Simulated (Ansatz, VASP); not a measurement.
**One calculation of ZrCl5, two programs**

The input INCAR:

```
PREC = Accurate ; ENCUT = 600
EDIFF = 1E-7 ; ISMEAR = 0
SIGMA = 0.1 ; LREAL = False
LASPH = True ; NELM = 100
ALGO = Normal ; ISIF = 3
LWAVE = False ; LCHARG = False
GGA = PE ; IBRION = 2
NSW = 90 ; EDIFFG = -0.04
```

KPOINTS

```
regular mesh
0
Gamma
  6 6 4
```

Contents of POSCAR:

```
ZrCl5
1.0
    4.9138176225      0.0000000000      0.0000000000
   -2.4569088112      4.2554908906      0.0000000000
    0.0000000000      0.0000000000      6.2235162043
Zr Cl
1 5
Direct
    0.0000000000      0.0000000000      0.5000000000
    0.3333333333      0.6666666667      0.0000000000
    0.6666666667      0.3333333333      0.0000000000
    0.3333333333      0.6666666667      0.5000000000
    0.6666666667      0.3333333333      0.5000000000
    0.0000000000      0.0000000000      0.0000000000
```

Input for Ansatz:

```yaml
crystal:
  lattice:
    - [4.9138176225, 0.0, 0.0]
    - [-2.4569088112, 4.2554908906, 0.0]
    - [0.0, 0.0, 6.2235162043]
  atoms:
    - { symbol: Zr, position: [0.0, 0.0, 0.5] }
    - { symbol: Cl, position: [0.3333333333, 0.6666666667, 0.0] }
    - { symbol: Cl, position: [0.6666666667, 0.3333333333, 0.0] }
    - { symbol: Cl, position: [0.3333333333, 0.6666666667, 0.5] }
    - { symbol: Cl, position: [0.6666666667, 0.3333333333, 0.5] }
    - { symbol: Cl, position: [0.0, 0.0, 0.0] }
basis:
  ecutwfc: 420
kpoints:
  mp_grid: { grid: [6, 6, 4] }
hamiltonian:
  xc: pbe
scf:
  occupations: { method: gaussian, width: 0.1 }
  lower_state_search: "off"
output:
  forces: true
  stress: true
  eigenvalues: true
relax:
  adjacent_minimum: "off"
  f_tol: 0.04
  max_steps: 70
  cell: { stress_tol: 0.4 }
```

Alike in both runs: task relaxation of cell and atoms; functional PBE; k mesh 6 × 6 × 4; occupations gaussian, width 0.1 eV; no spin polarisation.

```csv
,VASP,Ansatz
version,VASP 6.6.1,Ansatz 0.2.0
potentials or method,"VASP PAW PBE potentials, release 64 (Zr_sv, Cl), cutoff 600 eV","scalar-relativistic, plane waves, PAW"
valence electrons in the cell,47,47
```

```csv
,VASP,Ansatz,Ansatz less VASP
"gap on the k mesh at the Fermi level, each at its own relaxed structure (eV)",none,none,-
relaxed volume (Å³/atom),21.69,21.69,0.000
relaxed length of the cell vector where the two differ most in proportion (Å),6.224,6.224,0.0000
```

A gap of «none» marks a metal or a gap that the smearing closes.

Noted on VASP's run: the relaxation stopped at its first step, so nothing moved.
